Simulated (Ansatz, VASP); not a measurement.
## KLa in VASP and in Ansatz

```xyz
2
Lattice="1.8936 -1.0933 7.4291 0.0000 2.1865 7.4291 -1.8936 -1.0933 7.4291" Properties=species:S:1:pos:R:3 pbc="T T T"
K     0.0000    0.0000    0.0000
La    0.0000    0.0000   11.1437
```

Alike in both runs: functional PBE; k mesh 11 × 11 × 11; occupations fermi-dirac, width 0.05 eV; no spin polarisation.

Ansatz relaxed the structure, and its values are those at the end. VASP's run is a single point on that final structure, the one shown.

|  | VASP | Ansatz |
| --- | --- | --- |
| version | VASP 6.6.1 | Ansatz 0.2.0 |
| potentials or method | VASP PAW PBE potentials, release 64 (K_sv, La) | PAW with Ansatz's default frozen-core files, scalar-relativistic |
| plane-wave cutoff (eV) | 520 | 420 |
| valence electrons in the cell | 20 | 20 |

|  | VASP | Ansatz | Ansatz less VASP |
| --- | --- | --- | --- |
| pressure (GPa) | 0.0 | 0.0 | +0.01 |

Neither program's run includes spin-orbit coupling.
